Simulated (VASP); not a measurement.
# BaS: single point with r2SCAN

The system is BaS.

```xyz
2
Lattice="3.7950 0.0000 0.0000 0.0000 3.7950 0.0000 0.0000 0.0000 3.7950" Properties=species:S:1:pos:R:3 pbc="T T T"
Ba    0.0000    0.0000    0.0000
S     1.8975    1.8975    1.8975
```

This cell differs from its parent crystal: volume changed by -3%.

| Item | Value |
| --- | --- |
| Program | VASP 6.6.1 |
| Task | single point |
| Functional | r2SCAN |
| Potentials or basis | VASP PAW PBE potentials, release 64 (Ba_sv, S) |
| Cutoff | 520 eV |
| k mesh | 6 × 6 × 6 |
| Occupations | gaussian, width 0.01 eV |
| Spin | no spin polarisation |
| Dipole correction | no |
| Further INCAR settings | ALGO = Normal; EDIFF = 1e-06; NBANDS = 15 |

| Quantity | Value |
| --- | --- |
| Pressure | 2.7 GPa |
| Band gap on the k mesh | 1.76 eV, indirect (least direct gap 1.84 eV) |

Levels at points of the mesh, in eV from the valence-band top:
```tsv
k point	band 6	band 7	band 8	band 9	band 10	band 11
(0.00, 0.00, 0.00)	-0.08	-0.08	-0.08	1.76	1.76	4.96
(0.50, 0.00, 0.00)	-2.97	-0.76	-0.76	2.86	6.78	7.02
(0.50, 0.50, 0.00)	-1.40	-1.40	0.00	2.68	3.95	4.83
(0.50, 0.50, 0.50)	-2.93	-2.93	-2.93	8.17	8.17	8.17
```

Run time: 110 s on 1 thread of Intel Xeon 8259CL, with other jobs on the host, peak memory 0.17 GiB.

Caveat: the PAW data sets were made with another functional, which shifts forces and pressure a little; spin-orbit coupling is left out, which moves the levels of the heavy elements. A k mesh can miss the band edges.
